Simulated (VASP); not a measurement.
# Ir (P6_3/mmc) in VASP: a series of runs

The runs below take Ir through single point, with PBEsol.

All numbers are computed with VASP 6.6.1; they aren't measurements. Logs are shortened: lines on timing, memory, paths and dates and some standing lists are left out, and cuts for length are marked.

### 1 The cell of the first run

The structure is hexagonal, space group P6_3/mmc (No. 194). Conventional cell: a = 2.387 Å, b = 2.387 Å, c = 3.893 Å, α = 90.00°, β = 90.00°, γ = 120.00°. Ir (site symmetry -6m2) has 12 Ir at 2.39 Å within 3.2 Å.

This isn't the form of Ir at room conditions, which is fcc.

### 2 Single point, PBEsol (9.60 Å³/atom)

The input, INCAR:

```
  PREC = Accurate
  ENCUT = 560
  EDIFF = 1E-6
  ISMEAR = -1
  SIGMA = 0.08
  LREAL = False
  LASPH = True
  NELM = 120
  ALGO = Normal
  ISIF = 2
  LWAVE = False
  LCHARG = False
  GGA = PS
  NBANDS = 24
  GGA_COMPAT = False
```

The input, KPOINTS:

```
regular mesh
0
Gamma
  16 16 9
```

The input, POSCAR:

```
Ir
1.0
    2.3866999356      0.0000000000      0.0000000000
   -1.1933499678      2.0669427754      0.0000000000
    0.0000000000      0.0000000000      3.8934104508
Ir
2
Direct
    0.3333333333      0.6666666667      0.2500000000
    0.6666666667      0.3333333333      0.7500000000
```

Potentials or basis: VASP PAW PBE potentials, release 64 (Ir_sv_GW).

Run with:

```sh
cat potpaw_PBE.64/Ir_sv_GW/POTCAR > POTCAR
mpirun -np 1 vasp_std > vasp.out
```

OUTCAR:

```text
PREC = Accurate
   ENCUT = 560
   EDIFF = 1E-6
   ISMEAR = -1
   LREAL = False
   LASPH = True
   NELM = 120
   ISIF = 2
   GGA = PS

 ion  position               nearest neighbor table
   1  0.333  0.667  0.250-   2 2.39   2 2.39   2 2.39   2 2.39   2 2.39   2 2.39
   2  0.667  0.333  0.750-   1 2.39   1 2.39   1 2.39   1 2.39   1 2.39   1 2.39

  LATTYP: Found a hexagonal cell.
 ALAT       =     2.3866999356
 C/A-ratio  =     1.6312944886

  Lattice vectors:

 A1 = (   2.3866999356,   0.0000000000,   0.0000000000)
 A2 = (  -1.1933499678,   2.0669427754,   0.0000000000)
 A3 = (   0.0000000000,   0.0000000000,   3.8934104508)

Analysis of symmetry for initial positions (statically):
=====================================================================
 Subroutine PRICEL returns:
 Original cell was already a primitive cell.

 Routine SETGRP: Setting up the symmetry group for a
 hexagonal supercell.

 Subroutine GETGRP returns: Found 24 space group operations
 (whereof 12 operations were pure point group operations)
 out of a pool of 24 trial point group operations.

The static configuration has the point symmetry D_3d.
 The point group associated with its full space group is D_6h.

Analysis of symmetry for dynamics (positions and initial velocities):
=====================================================================
 Subroutine PRICEL returns:
 Original cell was already a primitive cell.

 Routine SETGRP: Setting up the symmetry group for a
 hexagonal supercell.

 Subroutine GETGRP returns: Found 24 space group operations
 (whereof 12 operations were pure point group operations)
 out of a pool of 24 trial point group operations.

The dynamic configuration has the point symmetry D_3d.
 The point group associated with its full space group is D_6h.

 Subroutine INISYM returns: Found 24 space group operations
 (whereof 12 operations are pure point group operations),
 and found     1 'primitive' translations

----------------------------------------------------------------------------------------

                                     Primitive cell

  volume of cell :      19.2069

  direct lattice vectors                    reciprocal lattice vectors
     2.386699936  0.000000000  0.000000000     0.418988573  0.241903165  0.000000000
    -1.193349968  2.066942775  0.000000000     0.000000000  0.483806331  0.000000000
     0.000000000  0.000000000  3.893410451     0.000000000  0.000000000  0.256844228

  length of vectors
     2.386699936  2.386699936  3.893410451     0.483806331  0.483806331  0.256844228

  position of ions in fractional coordinates (direct lattice)
     0.333333333  0.666666667  0.250000000
     0.666666667  0.333333333  0.750000000

  ion indices of the primitive-cell ions
   primitive index   ion index
                 1           1
                 2           2

----------------------------------------------------------------------------------------

 KPOINTS: regular mesh

Automatic generation of k-mesh.
 Grid dimensions read from file:
 generate k-points for:   16   16    9

 Generating k-lattice:

  Cartesian coordinates                     Fractional coordinates (reciprocal lattice)
     0.026186786  0.015118948  0.000000000     0.062500000  0.000000000  0.000000000
     0.000000000  0.030237896  0.000000000     0.000000000  0.062500000  0.000000000
     0.000000000  0.000000000  0.028538248     0.000000000  0.000000000  0.111111111

  Length of vectors
     0.030237896  0.030237896  0.028538248

  Shift w.r.t. Gamma in fractional coordinates (k-lattice)
     0.000000000  0.000000000  0.000000000

 Subroutine IBZKPT returns following result:
 ===========================================

 Found    150 irreducible k-points:

 Following reciprocal coordinates:
            Coordinates               Weight
  0.000000  0.000000  0.000000      1.000000
  0.062500  0.000000  0.000000      6.000000
  0.125000  0.000000  0.000000      6.000000
  0.187500  0.000000  0.000000      6.000000
  0.250000  0.000000  0.000000      6.000000
  0.312500  0.000000  0.000000      6.000000
[... 16 lines left out ...]
  0.187500  0.187500  0.000000      6.000000
  0.250000  0.187500  0.000000     12.000000
 [... further k-points ...]
   k-points           NKPTS =    150   k-points in BZ     NKDIM =    150   number of bands    NBANDS=     24
   number of dos      NEDOS =    301   number of ions     NIONS =      2
   total plane-waves  NPLWV =   9720
   dimension x,y,z NGX =    18 NGY =   18 NGZ =   30
   dimension x,y,z NGXF=    36 NGYF=   36 NGZF=   60
   ions per type =               2
   NGX,Y,Z   is equivalent  to a cutoff of  12.54, 12.54, 12.81 a.u.
   NGXF,Y,Z  is equivalent  to a cutoff of  25.08, 25.08, 25.62 a.u.
 SYSTEM =  unknown system
   PREC   = accura    normal or accurate (medium, high low for compatibility)
   ISTART =      0    job   : 0-new  1-cont  2-samecut
   ICHARG =      2    charge: 1-file 2-atom 10-const
   ISPIN  =      1    spin polarized calculation?
   LNONCOLLINEAR =      F non collinear calculations
   LSORBIT =      F    spin-orbit coupling
   LASPH  =      T    aspherical Exc in radial PAW
   ENCUT  =  560.0 eV  41.16 Ry    6.42 a.u.   4.61  4.61  7.51*2*pi/ulx,y,z
   NELM   =    120;   NELMIN=  2; NELMDL= -5     # of ELM steps
   EDIFF  = 0.1E-05   stopping-criterion for ELM
   LREAL  =      F    real-space projection
   EDIFFG = 0.1E-04   stopping-criterion for IOM
   NSW    =      0    number of steps for IOM
   IBRION =     -1    ionic relax: 0-MD 1-quasi-New 2-CG
   NFREE  =      0    steps in history (QN), initial steepest desc. (CG)
   ISIF   =      2    stress and relaxation
   ISYM   =      2    0-nonsym 1-usesym 2-fastsym
   POTIM  = 0.5000    time-step for ionic-motion
   TEBEG  =    0.0;   TEEND  =   0.0 temperature during run
   PSTRESS=    0.0 pullay stress
   NELECT =      34.0000    total number of electrons
   NUPDOWN=      -1.0000    fix difference up-down
   EMIN   =  10.00;   EMAX   =-10.00  energy-range for DOS
   EFERMI =   0.00;   METHOD = LEGACY
   ISMEAR =    -1;   SIGMA  =   0.08  broadening in eV -4-tet -1-fermi 0-gaus
   EFERMI_NEDOS =   21; number of points for ismear=-14 and -15
   IALGO  =     38    algorithm
   IMIX   =      4    mixing-type and parameters
     AMIX     =   0.40;   BMIX     =  1.00
     AMIX_MAG =   1.60;   BMIX_MAG =  1.00
  volume/ion in A,a.u.               =       9.60        64.81
  Fermi-wavevector in a.u.,A,eV,Ry     =   1.980382  3.742379 53.360867  3.921913
  Thomas-Fermi vector in A             =   3.000740
   LORBIT       =      0    0 simple, 1 ext, 2 COOP (PROOUT), +10 PAW based schemes
   GGA     = PS    functional components
   LHFCALC =     F    Hartree Fock is set to
   AEXX    =    0.0000 exact exchange contribution
   IVDW    =     0    specifies the selected vdW correction
   LEPSILON=     F    determine dielectric tensor
   LRPA    =     F    only Hartree local field effects (RPA)
 non-spin polarized calculation
  energy-cutoff  :      560.00
  volume of cell :       19.21
 maximum number of plane-waves:       592
   NGX =  9   NGY =  9   NGZ = 15

 number of electron      34.0000000 magnetization

 Free energy of the ion-electron system (eV)
  ---------------------------------------------------
  ext. energy  EPLUGINS =         0.00000000
  ---------------------------------------------------
  free energy    TOTEN  =       -13.34247490 eV

  energy without entropy =      -13.31566624  energy(sigma->0) =      -13.32907057

 E-fermi :  22.0169     XC(G=0): -17.3380

 val. band max:       22.0115616893   @ k =   0.5000   0.0000   0.2222
 cond. band min:      22.0373396839   @ k =   0.3750   0.1250   0.2222
 fundamental gap:      0.0257779947
 Fermi energy:        22.0169250451

 k-point     1 :       0.0000    0.0000    0.0000
  band No.  band energies     occupation
      1     -72.8581      2.00000
      2     -72.4788      2.00000
      3     -31.3140      2.00000
      4     -28.7875      2.00000
      5     -28.7875      2.00000
      6     -28.4163      2.00000
[... 16 lines left out ...]
     23      36.1590      0.00000
     24      39.3501      0.00000

 k-point     2 :       0.0625    0.0000    0.0000
  band No.  band energies     occupation
      1     -72.8456      2.00000
      2     -72.4732      2.00000
      3     -31.2799      2.00000
      4     -28.8787      2.00000
      5     -28.8164      2.00000
      6     -28.4996      2.00000
[... 16 lines left out ...]
     23      36.5108      0.00000
     24      39.5870      0.00000

 k-point     3 :       0.1250    0.0000    0.0000
  band No.  band energies     occupation
      1     -72.8101      2.00000
      2     -72.4560      2.00000
      3     -31.1785      2.00000
      4     -29.1349      2.00000
      5     -28.8949      2.00000
      6     -28.7605      2.00000
[... 16 lines left out ...]
     23      37.3911      0.00000
     24      40.4637      0.00000

 k-point     4 :       0.1875    0.0000    0.0000
  band No.  band energies     occupation
      1     -72.7550      2.00000
      2     -72.4312      2.00000
      3     -31.0176      2.00000
      4     -29.5128      2.00000
      5     -29.1349      2.00000
      6     -29.0076      2.00000
[... 16 lines left out ...]
     23      38.0858      0.00000
     24      40.7638      0.00000

 k-point     5 :       0.2500    0.0000    0.0000
  band No.  band energies     occupation
      1     -72.6877      2.00000
      2     -72.4036      2.00000
      3     -30.8097      2.00000
      4     -29.9482      2.00000
      5     -29.5559      2.00000
      6     -29.1349      2.00000
[... 451 lines left out ...]
 k-point    22 :       0.4375    0.1250    0.0000
  band No.  band energies     occupation
      1     -72.4637      2.00000
      2     -72.3590      2.00000
      3     -30.9433      2.00000
      4     -30.4815      2.00000
      5     -29.9695      2.00000
      6     -29.6435      2.00000
[... 16 lines left out ...]
     23      35.0493      0.00000
     24      37.3737      0.00000

 k-point    23 :       0.1875    0.1875    0.0000
  band No.  band energies     occupation
      1     -72.5995      2.00000
      2     -72.3748      2.00000
      3     -30.5155      2.00000
      4     -30.1619      2.00000
      5     -30.1427      2.00000
      6     -29.3006      2.00000
[... 16 lines left out ...]
     23      37.4780      0.00000
     24      37.6470      0.00000

 k-point    24 :       0.2500    0.1875    0.0000
  band No.  band energies     occupation
      1     -72.5375      2.00000
      2     -72.3616      2.00000
      3     -30.4680      2.00000
      4     -30.2865      2.00000
      5     -30.2824      2.00000
      6     -29.5039      2.00000
[... 16 lines left out ...]
     23      36.1302      0.00000
     24      37.2849      0.00000

 [... further k-points ...]

------------------------ aborting loop because EDIFF is reached ----------------------------------------

  FORCE on cell =-STRESS in cart. coord.  units (eV):
  Direction    XX          YY          ZZ          XY          YZ          ZX
  --------------------------------------------------------------------------------------
  -------------------------------------------------------------------------------------
  Total       44.7516283     44.7516283     44.7380252      0.0000000      0.0000000      0.0000000
  in kB     3733.0427201   3733.0427200   3731.9079864      0.0000000      0.0000000      0.0000000
  external PRESSURE =    3732.6644755 kB  Pullay stress =       0.0000000 kB

 VOLUME and BASIS-vectors are now :
 -----------------------------------------------------------------------------
  energy-cutoff  :      560.00
  volume of cell :       19.21
      direct lattice vectors                 reciprocal lattice vectors
     2.386699936  0.000000000  0.000000000     0.418988573  0.241903165  0.000000000
    -1.193349968  2.066942775  0.000000000     0.000000000  0.483806331  0.000000000
     0.000000000  0.000000000  3.893410451     0.000000000  0.000000000  0.256844228

 POSITION                                       TOTAL-FORCE (eV/Angst)
 -----------------------------------------------------------------------------------
     -0.00000      1.37796      0.97335        -0.000000     -0.000000      0.000000
      1.19335      0.68898      2.92006         0.000000      0.000000      0.000000
 -----------------------------------------------------------------------------------
    total drift:                               -0.000000      0.000000     -0.000000

  FREE ENERGIE OF THE ION-ELECTRON SYSTEM (eV)
  ---------------------------------------------------
  free  energy   TOTEN  =       -13.3424748978 eV

  energy  without entropy=      -13.3156662445  energy(sigma->0) =      -13.32907057
```

Run time: 30 s. Hardware: 1 thread of AMD EPYC 9R45 (Zen 5), shared host; peak memory 0.15 GiB.

What came out:

```yaml
Free_energy: -13.3425 eV
Pressure: 373.3 GPa
Band_gap_on_the_k_mesh: zero (bands 17 and 18 overlap by 6.00 eV)
```

Caveat: the cell stands under pressure; the PAW data sets were made with another functional, which shifts forces and pressure a little; spin-orbit coupling is left out, which moves the levels of the heavy elements.

(Continued in part 2 of 2.)

The gap in the log of VASP goes by the Fermi energy; the results here count the filled bands.